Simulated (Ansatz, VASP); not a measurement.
# CaSe: VASP beside Ansatz

```xyz
2
Lattice="3.7784 0.0000 0.0000 0.0000 3.6348 0.0000 0.0000 0.0000 3.6348" Properties=species:S:1:pos:R:3 pbc="T T T"
Ca    0.0000    0.0000    0.0000
Se    1.8892    1.8174    1.8174
```

Change from the starting cell: uniaxial_x strain +4.0%.

Alike in both runs: task single point; functional r2SCAN; k mesh 8 × 8 × 8; no spin polarisation.

|  | VASP | Ansatz |
| --- | --- | --- |
| version | VASP 6.6.1 | Ansatz 0.2.0 |
| potentials or method | VASP PAW PBE potentials, release 64 (Ca_sv, Se) | plane waves, PAW |
| plane-wave cutoff (eV) | 520 | 500 |
| occupations | gaussian, width 0.01 eV | fixed |
| valence electrons in the cell | 16 | 26 |

VASP gave:

* gap on the k mesh at the Fermi level (eV): 1.09
* pressure (GPa): -1.8
* traceless stress, the component that is largest in VASP (GPa): -4.08

Q: Which values does Ansatz return?

A: gap on the k mesh at the Fermi level (eV): 1.09; pressure (GPa): -2.0; traceless stress, the component that is largest in VASP (GPa): -4.08.

VASP's potentials were made for PBE, not for r2SCAN. VASP's potentials hold 16 valence electrons a cell and Ansatz's 26, so a difference there can come from the potentials and not from the codes.
